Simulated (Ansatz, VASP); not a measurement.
## HfC5 in VASP and in Ansatz

```
Hf C
1.0
     4.32542    0.00000    0.00000
     0.00000    4.79699    0.00000
     0.00000    0.00000    8.23816
Hf C
2 10
Cartesian
  0.0000 0.0000 4.1191
  2.1627 2.3985 4.1191
  1.4465 2.3985 0.0000
  0.7160 3.5985 0.0000
  1.4467 0.0000 0.0000
  0.7160 1.1985 0.0000
  2.8790 2.3985 0.0000
  3.6094 1.1985 0.0000
  2.8787 0.0000 0.0000
  3.6094 3.5985 0.0000
  2.1627 0.0000 4.1191
  0.0000 2.3985 4.1191
```

Alike in both runs: task relaxation of cell and atoms; functional PBE; k mesh 8 × 6 × 4; occupations gaussian, width 0.1 eV; no spin polarisation.

```csv
,VASP,Ansatz
version,VASP 6.6.1,Ansatz 0.2.0
potentials or method,"VASP PAW PBE potentials, release 64 (Hf_pv, C), cutoff 600 eV","scalar-relativistic, plane waves, PAW"
valence electrons in the cell,60,92
```

```tsv
	VASP	Ansatz	Ansatz less VASP
gap on the k mesh at the Fermi level, each at its own relaxed structure (eV)	none	none	-
relaxed volume (Å³/atom)	13.79	14.24	+0.452
relaxed length of the cell vector where the two differ most in proportion (Å)	7.981	8.238	+0.2567
```

A gap of «none» marks a metal or a gap that the smearing closes. VASP's potentials hold 60 valence electrons a cell and Ansatz's 92, so a difference there can come from the potentials and not from the codes.

Neither program's run includes spin-orbit coupling.
